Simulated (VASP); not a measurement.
# PbS (I4/mmm) in VASP: notebook

The runs below take PbS through single point, with r2SCAN.

All numbers are computed with VASP 6.6.1; they aren't measurements. Logs are shortened: lines on timing, memory, paths and dates and some standing lists are left out, and cuts for length are marked.

## 1. The cell of the first run

It takes space group I4/mmm (No. 139, tetragonal). The conventional cell has a = 4.256 Å, b = 4.256 Å, c = 5.930 Å, α = 90.00°, β = 90.00°, γ = 90.00°. Within 3.9 Å of Pb (site symmetry 4/mmm) lie 6 S at 2.96 to 3.01 Å. Within 3.9 Å of S (site symmetry 4/mmm) lie 6 Pb at 2.96 to 3.01 Å.

## 2. Single point, r2SCAN (strain +0.015 along x and y, +0.000 along z)

Contents of POSCAR:

```
PbS
1.0
    0.0000000000      3.0094750000      2.9650000000
    3.0094750000      0.0000000000      2.9650000000
    3.0094750000      3.0094750000      0.0000000000
Pb S
1 1
Direct
    0.0000000000      0.0000000000      0.0000000000
    0.5000000000      0.5000000000      0.5000000000
```

Contents of INCAR.step1:

```
PREC = Accurate
ENCUT = 520
ISMEAR = 0
SIGMA = 0.05
LREAL = False
LASPH = True
NELM = 80
NBANDS = 17
GGA = PE
ALGO = Normal
EDIFF = 1E-4
LWAVE = True
LCHARG = False
```

Contents of INCAR.step2:

```
PREC = Accurate
ENCUT = 520
EDIFF = 1E-6
ISMEAR = 0
SIGMA = 0.05
LREAL = False
LASPH = True
NELM = 80
ALGO = Normal
ISIF = 2
LWAVE = False
LCHARG = False
METAGGA = R2SCAN
LMIXTAU = True
NBANDS = 17
ISTART = 1
```

Contents of KPOINTS:

```
regular mesh
0
Gamma
  8 8 8
```

Potentials or basis: VASP PAW PBE potentials, release 64 (Pb_d, S).

Started as:

```
cat potpaw_PBE.64/Pb_d/POTCAR potpaw_PBE.64/S/POTCAR > POTCAR
cp INCAR.step1 INCAR
mpirun -np 1 vasp_std > vasp.out
cp INCAR.step2 INCAR
mpirun -np 1 vasp_std > vasp.out
```

OUTCAR:

```text
PREC = Accurate
   ENCUT = 520
   EDIFF = 1E-6
   ISMEAR = 0
   LREAL = False
   LASPH = True
   NELM = 80
   ISIF = 2
   METAGGA = R2SCAN
   ISTART = 1

 ion  position               nearest neighbor table
   1  0.000  0.000  0.000-   2 2.96   2 2.96   2 3.01   2 3.01   2 3.01   2 3.01
   2  0.500  0.500  0.500-   1 2.96   1 2.96   1 3.01   1 3.01   1 3.01   1 3.01

  LATTYP: Found a body centered tetragonal cell.
 ALAT       =     4.2560403606
 C/A-ratio  =     1.3933138546

  Lattice vectors:

 A1 = (   0.0000000000,  -3.0094750000,  -2.9650000000)
 A2 = (   0.0000000000,   3.0094750000,  -2.9650000000)
 A3 = (   3.0094750000,   0.0000000000,   2.9650000000)

Analysis of symmetry for initial positions (statically):
=====================================================================
 Subroutine PRICEL returns:
 Original cell was already a primitive cell.

 Routine SETGRP: Setting up the symmetry group for a
 body centered tetragonal supercell.

 Subroutine GETGRP returns: Found 16 space group operations
 (whereof 16 operations were pure point group operations)
 out of a pool of 16 trial point group operations.

The static configuration has the point symmetry D_4h.

Analysis of symmetry for dynamics (positions and initial velocities):
=====================================================================
 Subroutine PRICEL returns:
 Original cell was already a primitive cell.

 Routine SETGRP: Setting up the symmetry group for a
 body centered tetragonal supercell.

 Subroutine GETGRP returns: Found 16 space group operations
 (whereof 16 operations were pure point group operations)
 out of a pool of 16 trial point group operations.

The dynamic configuration has the point symmetry D_4h.

 Subroutine INISYM returns: Found 16 space group operations
 (whereof 16 operations are pure point group operations),
 and found     1 'primitive' translations

----------------------------------------------------------------------------------------

                                     Primitive cell

  volume of cell :      53.7077

  direct lattice vectors                    reciprocal lattice vectors
     0.000000000  3.009475000  2.965000000    -0.166141935  0.166141935  0.168634064
     3.009475000  0.000000000  2.965000000     0.166141935 -0.166141935  0.168634064
     3.009475000  3.009475000  0.000000000     0.166141935  0.166141935 -0.168634064

  length of vectors
     4.224708839  4.224708839  4.256040361     0.289212262  0.289212262  0.289212262

  position of ions in fractional coordinates (direct lattice)
     0.000000000  0.000000000  0.000000000
     0.500000000  0.500000000  0.500000000

  ion indices of the primitive-cell ions
   primitive index   ion index
                 1           1
                 2           2

----------------------------------------------------------------------------------------

 KPOINTS: regular mesh

Automatic generation of k-mesh.
 Grid dimensions read from file:
 generate k-points for:    8    8    8

 Generating k-lattice:

  Cartesian coordinates                     Fractional coordinates (reciprocal lattice)
    -0.020767742  0.020767742  0.021079258     0.125000000  0.000000000  0.000000000
     0.020767742 -0.020767742  0.021079258     0.000000000  0.125000000  0.000000000
     0.020767742  0.020767742 -0.021079258     0.000000000  0.000000000  0.125000000

  Length of vectors
     0.036151533  0.036151533  0.036151533

  Shift w.r.t. Gamma in fractional coordinates (k-lattice)
     0.000000000  0.000000000  0.000000000

 Subroutine IBZKPT returns following result:
 ===========================================

 Found     59 irreducible k-points:

 Following reciprocal coordinates:
            Coordinates               Weight
  0.000000  0.000000  0.000000      1.000000
  0.125000  0.000000  0.000000      8.000000
  0.250000  0.000000  0.000000      8.000000
  0.375000  0.000000  0.000000      8.000000
  0.500000  0.000000  0.000000      4.000000
  0.125000  0.125000  0.000000      2.000000
[... 16 lines left out ...]
  0.250000  0.000000  0.125000     16.000000
  0.375000  0.000000  0.125000     16.000000
 [... further k-points ...]
   k-points           NKPTS =     59   k-points in BZ     NKDIM =     59   number of bands    NBANDS=     17
   number of dos      NEDOS =    301   number of ions     NIONS =      2
   total plane-waves  NPLWV =  32768
   dimension x,y,z NGX =    32 NGY =   32 NGZ =   32
   dimension x,y,z NGXF=    64 NGYF=   64 NGZF=   64
   ions per type =               1   1
   NGX,Y,Z   is equivalent  to a cutoff of  12.59, 12.59, 12.50 a.u.
   NGXF,Y,Z  is equivalent  to a cutoff of  25.18, 25.18, 25.00 a.u.
 SYSTEM =  unknown system
   PREC   = accura    normal or accurate (medium, high low for compatibility)
   ISTART =      1    job   : 0-new  1-cont  2-samecut
   ICHARG =      0    charge: 1-file 2-atom 10-const
   ISPIN  =      1    spin polarized calculation?
   LNONCOLLINEAR =      F non collinear calculations
   LSORBIT =      F    spin-orbit coupling
   LASPH  =      T    aspherical Exc in radial PAW
   ENCUT  =  520.0 eV  38.22 Ry    6.18 a.u.   7.86  7.86  7.91*2*pi/ulx,y,z
   NELM   =     80;   NELMIN=  2; NELMDL=  0     # of ELM steps
   EDIFF  = 0.1E-05   stopping-criterion for ELM
   LREAL  =      F    real-space projection
[... 7 lines left out ...]
   TEBEG  =    0.0;   TEEND  =   0.0 temperature during run
   PSTRESS=    0.0 pullay stress
   NELECT =      20.0000    total number of electrons
   NUPDOWN=      -1.0000    fix difference up-down
   EMIN   =  10.00;   EMAX   =-10.00  energy-range for DOS
   EFERMI =   0.00;   METHOD = LEGACY
   ISMEAR =     0;   SIGMA  =   0.05  broadening in eV -4-tet -1-fermi 0-gaus
   EFERMI_NEDOS =   21; number of points for ismear=-14 and -15
   IALGO  =     38    algorithm
   IMIX   =      4    mixing-type and parameters
     AMIX     =   0.40;   BMIX     =  1.00
     AMIX_MAG =   1.60;   BMIX_MAG =  1.00
  volume/ion in A,a.u.               =      26.85       181.22
  Fermi-wavevector in a.u.,A,eV,Ry     =   1.177803  2.225726 18.874283  1.387221
  Thomas-Fermi vector in A             =   2.314143
   LORBIT       =      0    0 simple, 1 ext, 2 COOP (PROOUT), +10 PAW based schemes
   METAGGA = R2SCAN    functional components
   LHFCALC =     F    Hartree Fock is set to
[... 20 lines left out ...]

 E-fermi :   5.5073     XC(G=0): -10.1086

 val. band max:        5.2963544292   @ k =   0.5000   0.0000   0.0000
 cond. band min:       6.0186398656   @ k =   0.5000   0.0000   0.0000
 fundamental gap:      0.7222854365
 Fermi energy:         5.5072668963

 k-point     1 :       0.0000    0.0000    0.0000
  band No.  band energies     occupation
      1     -12.0894      2.00000
      2     -12.0844      2.00000
      3     -12.0844      2.00000
      4     -12.0748      2.00000
      5     -12.0642      2.00000
      6      -8.6280      2.00000
[... 9 lines left out ...]
     16      12.5899      0.00000
     17      14.4549      0.00000

 k-point     2 :       0.1250    0.0000    0.0000
  band No.  band energies     occupation
      1     -12.0875      2.00000
      2     -12.0829      2.00000
      3     -12.0824      2.00000
      4     -12.0741      2.00000
      5     -12.0661      2.00000
      6      -8.4984      2.00000
[... 9 lines left out ...]
     16      12.9221      0.00000
     17      15.6204      0.00000

 k-point     3 :       0.2500    0.0000    0.0000
  band No.  band energies     occupation
      1     -12.0909      2.00000
      2     -12.0877      2.00000
      3     -12.0829      2.00000
      4     -12.0609      2.00000
      5     -12.0609      2.00000
      6      -8.1413      2.00000
[... 9 lines left out ...]
     16      13.7734      0.00000
     17      17.5695      0.00000

 k-point     4 :       0.3750    0.0000    0.0000
  band No.  band energies     occupation
      1     -12.1004      2.00000
      2     -12.0954      2.00000
      3     -12.0830      2.00000
      4     -12.0489      2.00000
      5     -12.0460      2.00000
      6      -7.6863      2.00000
[... 9 lines left out ...]
     16      15.0478      0.00000
     17      17.5506      0.00000

 k-point     5 :       0.5000    0.0000    0.0000
  band No.  band energies     occupation
      1     -12.1044      2.00000
      2     -12.0993      2.00000
      3     -12.0828      2.00000
      4     -12.0435      2.00000
      5     -12.0399      2.00000
      6      -7.4475      2.00000
[... 9 lines left out ...]
     16      16.0372      0.00000
     17      16.3097      0.00000

 k-point     6 :       0.1250    0.1250    0.0000
  band No.  band energies     occupation
      1     -12.0928      2.00000
      2     -12.0766      2.00000
      3     -12.0766      2.00000
      4     -12.0751      2.00000
      5     -12.0711      2.00000
      6      -8.4491      2.00000
[... 9 lines left out ...]
     16      13.6561      0.00000
     17      14.9692      0.00000

 k-point     7 :       0.2500    0.1250    0.0000
  band No.  band energies     occupation
      1     -12.0944      2.00000
      2     -12.0895      2.00000
      3     -12.0787      2.00000
      4     -12.0671      2.00000
      5     -12.0587      2.00000
      6      -8.1578      2.00000
[... 9 lines left out ...]
     16      14.5140      0.00000
     17      16.2822      0.00000

 k-point     8 :       0.3750    0.1250    0.0000
  band No.  band energies     occupation
      1     -12.1069      2.00000
      2     -12.0879      2.00000
      3     -12.0869      2.00000
      4     -12.0578      2.00000
      5     -12.0441      2.00000
      6      -7.7205      2.00000
[... 9 lines left out ...]
     16      15.6352      0.00000
     17      17.4476      0.00000
[... 203 lines left out ...]
      1     -12.1989      2.00000
      2     -12.1066      2.00000
      3     -12.0566      2.00000
      4     -12.0347      2.00000
      5     -12.0318      2.00000
      6      -7.0571      2.00000
[... 9 lines left out ...]
     16      17.4173      0.00000
     17      17.5237      0.00000

 k-point    20 :      -0.3750    0.3750    0.0000
  band No.  band energies     occupation
      1     -12.1799      2.00000
      2     -12.0936      2.00000
      3     -12.0671      2.00000
      4     -12.0435      2.00000
      5     -12.0360      2.00000
      6      -7.0146      2.00000
[... 9 lines left out ...]
     16      16.6412      0.00000
     17      18.6735      0.00000

 k-point    21 :       0.5000    0.5000    0.0000
  band No.  band energies     occupation
      1     -12.2177      2.00000
      2     -12.1125      2.00000
      3     -12.0501      2.00000
      4     -12.0285      2.00000
      5     -12.0285      2.00000
      6      -6.9799      2.00000
[... 9 lines left out ...]
     16      18.0973      0.00000
     17      18.2039      0.00000

 k-point    22 :       0.1250    0.0000    0.1250
  band No.  band energies     occupation
      1     -12.0876      2.00000
      2     -12.0848      2.00000
      3     -12.0823      2.00000
      4     -12.0764      2.00000
      5     -12.0630      2.00000
      6      -8.4550      2.00000
[... 9 lines left out ...]
     16      13.6743      0.00000
     17      14.9914      0.00000

 k-point    23 :       0.2500    0.0000    0.1250
  band No.  band energies     occupation
      1     -12.0998      2.00000
      2     -12.0874      2.00000
      3     -12.0775      2.00000
      4     -12.0694      2.00000
      5     -12.0568      2.00000
      6      -8.1705      2.00000
[... 9 lines left out ...]
     16      14.4852      0.00000
     17      16.2499      0.00000

 k-point    24 :       0.3750    0.0000    0.1250
  band No.  band energies     occupation
      1     -12.1127      2.00000
      2     -12.0848      2.00000
      3     -12.0821      2.00000
      4     -12.0603      2.00000
      5     -12.0452      2.00000
      6      -7.7377      2.00000
[... 9 lines left out ...]
     16      15.5723      0.00000
     17      17.4874      0.00000

 [... further k-points ...]

------------------------ aborting loop because EDIFF is reached ----------------------------------------

  FORCE on cell =-STRESS in cart. coord.  units (eV):
  Direction    XX          YY          ZZ          XY          YZ          ZX
  --------------------------------------------------------------------------------------
  -------------------------------------------------------------------------------------
  Total       -0.3373722     -0.3373722      0.2629484      0.0000000     -0.0000000      0.0000000
  in kB      -10.0643026    -10.0643026      7.8441327      0.0000000     -0.0000000      0.0000000
  external PRESSURE =      -4.0948241 kB  Pullay stress =       0.0000000 kB

 VOLUME and BASIS-vectors are now :
 -----------------------------------------------------------------------------
  energy-cutoff  :      520.00
  volume of cell :       53.71
      direct lattice vectors                 reciprocal lattice vectors
     0.000000000  3.009475000  2.965000000    -0.166141935  0.166141935  0.168634064
     3.009475000  0.000000000  2.965000000     0.166141935 -0.166141935  0.168634064
     3.009475000  3.009475000  0.000000000     0.166141935  0.166141935 -0.168634064

 POSITION                                       TOTAL-FORCE (eV/Angst)
 -----------------------------------------------------------------------------------
      0.00000      0.00000      0.00000         0.000000     -0.000000      0.000000
      3.00948      3.00948      2.96500        -0.000000      0.000000      0.000000
 -----------------------------------------------------------------------------------
    total drift:                                0.000000     -0.000000     -0.000000

  FREE ENERGIE OF THE ION-ELECTRON SYSTEM (eV)
  ---------------------------------------------------
  free  energy   TOTEN  =       -65.6088473418 eV

  energy  without entropy=      -65.6088473417  energy(sigma->0) =      -65.60884734
```

Run time: 1.9 min. Hardware: 1 thread of Intel Xeon Platinum 8259CL at 2.50GHz (Skylake/Cascade Lake), shared host; peak memory 0.22 GiB.

Results:

```yaml
Free_energy: -65.6088 eV
Pressure: -0.4 GPa
Band_gap_on_the_k_mesh: 0.72 eV
```

Caveat: the cell differs from its parent crystal (strain +0.015 along x and y, +0.000 along z); the PAW data sets were made with another functional, which shifts forces and pressure a little; spin-orbit coupling is left out, which moves the levels of the heavy elements. A k mesh can miss the band edges.

## 3. Single point, r2SCAN (strain +0.015 along x and y, +0.030 along z)

Contents of POSCAR:

```
PbS
1.0
    0.0000000000      3.0094750000      3.0539500000
    3.0094750000      0.0000000000      3.0539500000
    3.0094750000      3.0094750000      0.0000000000
Pb S
1 1
Direct
    0.0000000000      0.0000000000      0.0000000000
    0.5000000000      0.5000000000      0.5000000000
```

Contents of INCAR.step1:

```
PREC = Accurate ; ENCUT = 520
ISMEAR = 0 ; SIGMA = 0.05
LREAL = False ; LASPH = True
NELM = 60 ; NBANDS = 17
GGA = PE ; ALGO = Normal
EDIFF = 1E-4 ; LWAVE = True
LCHARG = False
```

Contents of INCAR.step2:

```
PREC = Accurate ; ENCUT = 520
EDIFF = 1E-6 ; ISMEAR = 0
SIGMA = 0.05 ; LREAL = False
LASPH = True ; NELM = 60
ALGO = Normal ; ISIF = 2
LWAVE = False ; LCHARG = False
METAGGA = R2SCAN ; LMIXTAU = True
NBANDS = 17 ; ISTART = 1
```

KPOINTS is that of step 2.

Potentials or basis: VASP PAW PBE potentials, release 64 (Pb_d, S).

Started as:

```
cat potpaw_PBE.64/Pb_d/POTCAR potpaw_PBE.64/S/POTCAR > POTCAR
cp INCAR.step1 INCAR
mpirun -np 1 vasp_std > vasp.out
cp INCAR.step2 INCAR
mpirun -np 1 vasp_std > vasp.out
```

Wall time 2.1 min (1 thread of Intel Xeon Platinum 8259CL at 2.50GHz (Skylake/Cascade Lake), shared host); peak memory 0.22 GiB.

Results (log left out):

```
Free energy            : -65.5975 eV
Pressure               : -2.0 GPa
Band gap on the k mesh : 0.82 eV
```

Stress tensor (GPa, compression positive):
```
-1.49  0.00  0.00
 0.00 -1.49  0.00
 0.00  0.00 -2.93
```

Levels at points of the mesh, in eV from the valence-band top:
```tsv
k point	band 7	band 8	band 9	band 10	band 11	band 12	band 13	band 14
(0.00, 0.00, 0.00)	-6.16	-2.02	-2.02	-1.90	5.22	5.54	5.54	7.28
(0.50, 0.00, 0.00)	-8.72	-1.63	-1.61	0.00	0.82	2.33	2.41	9.13
(0.50, 0.50, 0.00)	-7.18	-4.80	-3.15	-3.15	4.49	5.73	5.97	5.97
(0.50, 0.00, 0.50)	-7.25	-4.83	-3.25	-3.10	4.43	5.73	5.91	6.04
```

Caveat: the cell differs from its parent crystal (strain +0.015 along x and y, +0.030 along z); the PAW data sets were made with another functional, which shifts forces and pressure a little; spin-orbit coupling is left out, which moves the levels of the heavy elements.

## 4. Single point, r2SCAN (strain +0.030 along x and y, +0.015 along z)

Contents of POSCAR:

```
PbS
1.0
    0.0000000000      3.0539500000      3.0094750000
    3.0539500000      0.0000000000      3.0094750000
    3.0539500000      3.0539500000      0.0000000000
Pb S
1 1
Direct
    0.0000000000      0.0000000000      0.0000000000
    0.5000000000      0.5000000000      0.5000000000
```

Contents of INCAR.step1:

```
  ALGO = Normal
  EDIFF = 1E-4
  ENCUT = 520
  GGA = PE
  ISMEAR = 0
  LASPH = T
  LCHARG = F
  LREAL = F
  LWAVE = T
  NBANDS = 17
  NELM = 80
  PREC = Accurate
  SIGMA = 0.05
```

Contents of INCAR.step2:

```
  ALGO = Normal
  EDIFF = 1E-7
  ENCUT = 520
  ISIF = 2
  ISMEAR = 0
  ISTART = 1
  LASPH = T
  LCHARG = T
  LELF = T
  LMIXTAU = T
  LREAL = F
  LVHAR = T
  LWAVE = F
  METAGGA = R2SCAN
  NBANDS = 17
  NELM = 80
  PREC = Accurate
  SIGMA = 0.05
```

Contents of KPOINTS:

```
k-points
0
Gamma
  8 8 8
```

Started as:

```
cat potpaw_PBE.64/Pb_d/POTCAR potpaw_PBE.64/S/POTCAR > POTCAR
cp INCAR.step1 INCAR
mpirun -np 1 vasp_std > vasp.out
cp INCAR.step2 INCAR
mpirun -np 1 vasp_std > vasp.out
```

It took 2.4 min on 1 thread of Intel Xeon Platinum 8259CL at 2.50GHz (Skylake/Cascade Lake), shared host; peak memory 0.22 GiB.

Results (log left out):

```
Free energy            : -65.5859 eV
Pressure               : -2.7 GPa
Band gap on the k mesh : 0.87 eV
```

Stress tensor (GPa, compression positive):
```
-3.14  0.00  0.00
 0.00 -3.14  0.00
 0.00  0.00 -1.73
```

Levels at points of the mesh, in eV from the valence-band top:
| k point | band 7 | band 8 | band 9 | band 10 | band 11 | band 12 | band 13 | band 14 |
| --- | --- | --- | --- | --- | --- | --- | --- | --- |
| (0.00, 0.00, 0.00) | -6.18 | -1.97 | -1.85 | -1.85 | 5.30 | 5.30 | 5.62 | 7.36 |
| (0.50, 0.00, 0.00) | -8.63 | -1.56 | -1.53 | 0.00 | 0.87 | 2.37 | 2.45 | 9.12 |
| (0.50, 0.50, 0.00) | -7.24 | -4.71 | -3.08 | -3.08 | 4.48 | 5.81 | 5.81 | 5.93 |
| (0.50, 0.00, 0.50) | -7.17 | -4.68 | -3.13 | -2.98 | 4.54 | 5.74 | 5.75 | 6.06 |

Caveat: the cell differs from its parent crystal (strain +0.030 along x and y, +0.015 along z); the PAW data sets were made with another functional, which shifts forces and pressure a little; spin-orbit coupling is left out, which moves the levels of the heavy elements.

## 5. The runs side by side

| cell | gap on the mesh (eV) | pressure (GPa) |
| --- | --- | --- |
| a = 4.225, b = 4.225, c = 4.256 Å, angles 59.8, 59.8, 60.5°, 2 atoms | 0.72 | -0.4 |
| a = 4.288, b = 4.288, c = 4.256 Å, angles 60.2, 60.2, 59.5°, 2 atoms | 0.82 | -2.0 |
| a = 4.288, b = 4.288, c = 4.319 Å, angles 59.8, 59.8, 60.5°, 2 atoms | 0.87 | -2.7 |

Alike in all rows: task single point; level r2SCAN; potentials or basis VASP PAW PBE potentials, release 64 (Pb_d, S); no spin polarisation; k mesh 8 × 8 × 8; cutoff (eV) 520; smearing gaussian 0.05 eV.

Caveats: the PAW data sets were made with another functional, which shifts forces and pressure a little; spin-orbit coupling is left out, which moves the levels of the heavy elements.

Total energies depend on the potentials used, so only differences within one code and one set of settings carry meaning.
